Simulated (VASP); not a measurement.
# ZrTaN (P4/nmm) in VASP: single point with r2SCAN

Aim: the single point of ZrTaN with r2SCAN.

Everything below comes from runs of VASP 6.6.1. Logs are shortened: lines on timing, memory, paths and dates and some standing lists are left out, and cuts for length are marked.

## Step 1: The cell of the first run

The structure is tetragonal, space group P4/nmm (No. 129). Conventional cell: a = 3.119 Å, b = 3.119 Å, c = 7.896 Å, α = 90.00°, β = 90.00°, γ = 90.00°. Within 3.2 Å of Zr (site symmetry 4mm) lie 1 N at 2.23 Å and 8 Zr at 2.71 to 3.12 Å and 4 Ta at 2.88 Å. Ta (site symmetry 4mm) has 5 N at 2.23 to 2.24 Å and 4 Zr at 2.88 Å within 2.9 Å. Within 2.9 Å of N (site symmetry 4mm) lie 5 Ta at 2.23 to 2.24 Å and 1 Zr at 2.23 Å and 4 N at 2.88 Å.

## Step 2: Single point, r2SCAN

Contents of POSCAR:

```
ZrTaN
1.0
    3.1190440000      0.0000000000      0.0000000000
    0.0000000000      3.1190440000      0.0000000000
    0.0000000000      0.0000000000      7.8963140000
Zr Ta N
2 2 2
Direct
    0.0000000000      0.5000000000      0.9000000000
    0.5000000000      0.0000000000      0.1000000000
    0.0000000000      0.5000000000      0.3350000000
    0.5000000000      0.0000000000      0.6650000000
    0.0000000000      0.5000000000      0.6170000000
    0.5000000000      0.0000000000      0.3830000000
```

Contents of INCAR.step1:

```
PREC = Accurate
ENCUT = 660
ISMEAR = -1
SIGMA = 0.0416
LREAL = False
LASPH = True
NELM = 120
NBANDS = 37
GGA = PE
ALGO = Normal
EDIFF = 1E-5
LWAVE = True
LCHARG = False
GGA_COMPAT = False
```

Contents of INCAR.step2:

```
PREC = Accurate
ENCUT = 660
EDIFF = 1E-6
ISMEAR = -1
SIGMA = 0.0416
LREAL = False
LASPH = True
NELM = 120
ALGO = Normal
ISIF = 2
LWAVE = False
LCHARG = False
METAGGA = R2SCAN
LMIXTAU = True
NBANDS = 37
ISTART = 1
GGA_COMPAT = False
```

Contents of KPOINTS:

```
regular mesh
0
Gamma
  11 11 5
```

Potentials or basis: VASP PAW PBE potentials, release 64 (Zr_sv, Ta_pv, N).

Launch:

```sh
$ cat potpaw_PBE.64/Zr_sv/POTCAR potpaw_PBE.64/Ta_pv/POTCAR potpaw_PBE.64/N/POTCAR > POTCAR
$ cp INCAR.step1 INCAR
$ mpirun -np 1 vasp_std > vasp.out
$ cp INCAR.step2 INCAR
$ mpirun -np 1 vasp_std > vasp.out
```

OUTCAR:

```text
PREC = Accurate
   ENCUT = 660
   EDIFF = 1E-6
   ISMEAR = -1
   LREAL = False
   LASPH = True
   NELM = 120
   ISIF = 2
   METAGGA = R2SCAN
   ISTART = 1

 ion  position               nearest neighbor table
   1  0.000  0.500  0.900-   5 2.23   2 2.71   2 2.71   2 2.71   2 2.71   4 2.88   4 2.88   4 2.88
                             4 2.88   3 3.43
   2  0.500  0.000  0.100-   6 2.23   1 2.71   1 2.71   1 2.71   1 2.71   3 2.88   3 2.88   3 2.88
                             3 2.88   4 3.43
   3  0.000  0.500  0.335-   5 2.23   6 2.24   6 2.24   6 2.24   6 2.24   2 2.88   2 2.88   2 2.88
                             2 2.88   4 3.41   4 3.41   4 3.41   4 3.41   1 3.43
   4  0.500  0.000  0.665-   6 2.23   5 2.24   5 2.24   5 2.24   5 2.24   1 2.88   1 2.88   1 2.88
                             1 2.88   3 3.41   3 3.41   3 3.41   3 3.41   2 3.43
   5  0.000  0.500  0.617-   3 2.23   1 2.23   4 2.24   4 2.24   4 2.24   4 2.24
   6  0.500  0.000  0.383-   4 2.23   2 2.23   3 2.24   3 2.24   3 2.24   3 2.24

  LATTYP: Found a simple tetragonal cell.
 ALAT       =     3.1190440000
 C/A-ratio  =     2.5316455940

  Lattice vectors:

 A1 = (   3.1190440000,   0.0000000000,   0.0000000000)
 A2 = (   0.0000000000,   3.1190440000,   0.0000000000)
 A3 = (   0.0000000000,   0.0000000000,   7.8963140000)

Analysis of symmetry for initial positions (statically):
=====================================================================
 Subroutine PRICEL returns:
 Original cell was already a primitive cell.

 Routine SETGRP: Setting up the symmetry group for a
 simple tetragonal supercell.

 Subroutine GETGRP returns: Found 16 space group operations
 (whereof  8 operations were pure point group operations)
 out of a pool of 16 trial point group operations.

The static configuration has the point symmetry D_2d.
 The point group associated with its full space group is D_4h.

Analysis of symmetry for dynamics (positions and initial velocities):
=====================================================================
 Subroutine PRICEL returns:
 Original cell was already a primitive cell.

 Routine SETGRP: Setting up the symmetry group for a
 simple tetragonal supercell.

 Subroutine GETGRP returns: Found 16 space group operations
 (whereof  8 operations were pure point group operations)
 out of a pool of 16 trial point group operations.

The dynamic configuration has the point symmetry D_2d.
 The point group associated with its full space group is D_4h.

 Subroutine INISYM returns: Found 16 space group operations
 (whereof  8 operations are pure point group operations),
[... 107 lines left out ...]
   NSW    =      0    number of steps for IOM
   IBRION =     -1    ionic relax: 0-MD 1-quasi-New 2-CG
   NFREE  =      0    steps in history (QN), initial steepest desc. (CG)
   ISIF   =      2    stress and relaxation
   ISYM   =      2    0-nonsym 1-usesym 2-fastsym
   POTIM  = 0.5000    time-step for ionic-motion
   TEBEG  =    0.0;   TEEND  =   0.0 temperature during run
   PSTRESS=    0.0 pullay stress
   NELECT =      56.0000    total number of electrons
   NUPDOWN=      -1.0000    fix difference up-down
   EMIN   =  10.00;   EMAX   =-10.00  energy-range for DOS
   EFERMI =   0.00;   METHOD = LEGACY
   ISMEAR =    -1;   SIGMA  =   0.04  broadening in eV -4-tet -1-fermi 0-gaus
   EFERMI_NEDOS =   21; number of points for ismear=-14 and -15
   IALGO  =     38    algorithm
   IMIX   =      4    mixing-type and parameters
     AMIX     =   0.40;   BMIX     =  1.00
     AMIX_MAG =   1.60;   BMIX_MAG =  1.00
  volume/ion in A,a.u.               =      12.80        86.40
  Fermi-wavevector in a.u.,A,eV,Ry     =   1.473381  2.784286 29.536225  2.170851
  Thomas-Fermi vector in A             =   2.588281
   LORBIT       =      0    0 simple, 1 ext, 2 COOP (PROOUT), +10 PAW based schemes
   METAGGA = R2SCAN    functional components
   LHFCALC =     F    Hartree Fock is set to
   AEXX    =    0.0000 exact exchange contribution
   IVDW    =     0    specifies the selected vdW correction
   LEPSILON=     F    determine dielectric tensor
   LRPA    =     F    only Hartree local field effects (RPA)
 non-spin polarized calculation
  energy-cutoff  :      660.00
  volume of cell :       76.82
 maximum number of plane-waves:      3001
 NGX is ok and might be reduce to    28
   NGX = 13   NGY = 13   NGZ = 33

 number of electron      56.0000000 magnetization

 Free energy of the ion-electron system (eV)
  ---------------------------------------------------
  ext. energy  EPLUGINS =         0.00000000
  ---------------------------------------------------
  free energy    TOTEN  =      -164.12914645 eV

  energy without entropy =     -164.10872704  energy(sigma->0) =     -164.11893675

 E-fermi :  10.2225     XC(G=0): -14.0688

 val. band max:       10.2153231010   @ k =   0.2727   0.1818   0.0000
 cond. band min:      10.2267684260   @ k =   0.2727   0.0000   0.2000
 fundamental gap:      0.0114453250
 Fermi energy:        10.2224719579

 k-point     1 :       0.0000    0.0000    0.0000
  band No.  band energies     occupation
      1     -39.4931      2.00000
      2     -38.8495      2.00000
      3     -26.1906      2.00000
      4     -26.1761      2.00000
      5     -26.1761      2.00000
      6     -26.1288      2.00000
[... 949 lines left out ...]
     36      14.0086      0.00000
     37      14.0585      0.00000

 [... further k-points ...]

------------------------ aborting loop because EDIFF is reached ----------------------------------------

  FORCE on cell =-STRESS in cart. coord.  units (eV):
  Direction    XX          YY          ZZ          XY          YZ          ZX
  --------------------------------------------------------------------------------------
  -------------------------------------------------------------------------------------
  Total        8.5931031      8.5931031     14.9139333      0.0000000     -0.0000000      0.0000000
  in kB      179.2227733    179.2227733    311.0536968      0.0000000     -0.0000000      0.0000000
  external PRESSURE =     223.1664145 kB  Pullay stress =       0.0000000 kB

 VOLUME and BASIS-vectors are now :
 -----------------------------------------------------------------------------
  energy-cutoff  :      660.00
  volume of cell :       76.82
      direct lattice vectors                 reciprocal lattice vectors
     3.119044000  0.000000000  0.000000000     0.320611059  0.000000000  0.000000000
     0.000000000  3.119044000  0.000000000     0.000000000  0.320611059  0.000000000
     0.000000000  0.000000000  7.896314000     0.000000000  0.000000000  0.126641367

 POSITION                                       TOTAL-FORCE (eV/Angst)
 -----------------------------------------------------------------------------------
      0.00000      1.55952      7.10668        -0.000000     -0.000000      0.166673
      1.55952      0.00000      0.78963         0.000000      0.000000     -0.166673
      0.00000      1.55952      2.64527        -0.000000      0.000000      1.611952
      1.55952      0.00000      5.25105        -0.000000      0.000000     -1.611952
      0.00000      1.55952      4.87203         0.000000      0.000000     -0.630694
      1.55952      0.00000      3.02429         0.000000     -0.000000      0.630694
 -----------------------------------------------------------------------------------
    total drift:                                0.000000      0.000000     -0.000000

  FREE ENERGIE OF THE ION-ELECTRON SYSTEM (eV)
  ---------------------------------------------------
  free  energy   TOTEN  =      -164.1291464496 eV

  energy  without entropy=     -164.1087270444  energy(sigma->0) =     -164.11893675
```

Run time: 12 min. Hardware: 1 thread of Intel Xeon Platinum 8259CL at 2.50GHz (Skylake/Cascade Lake), shared host; peak memory 0.4 GiB.

What came out:

```
Free energy            : -164.1291 eV
Pressure               : 22.3 GPa
Largest force          : 1.612 eV/Å
Band gap on the k mesh : zero (bands 28 and 29 overlap by 1.38 eV)
```

Forces on the atoms (eV/Å):
```
Zr   0.000  0.000  0.167
Zr   0.000  0.000 -0.167
Ta   0.000  0.000  1.612
Ta   0.000  0.000 -1.612
N    0.000  0.000 -0.631
N    0.000  0.000  0.631
```

Levels at points of the mesh, in eV from the Fermi level:
```tsv
k point	band 24	band 25	band 26	band 27	band 28	band 29	band 30	band 31	band 32	band 33
(0.00, 0.00, 0.00)	-3.16	-2.87	-2.87	-2.09	0.29	0.29	1.30	1.30	1.44	2.10
```

Caveat: the cell stands under pressure; the PAW data sets were made with another functional, which shifts forces and pressure a little; spin-orbit coupling is left out, which moves the levels of the heavy elements.
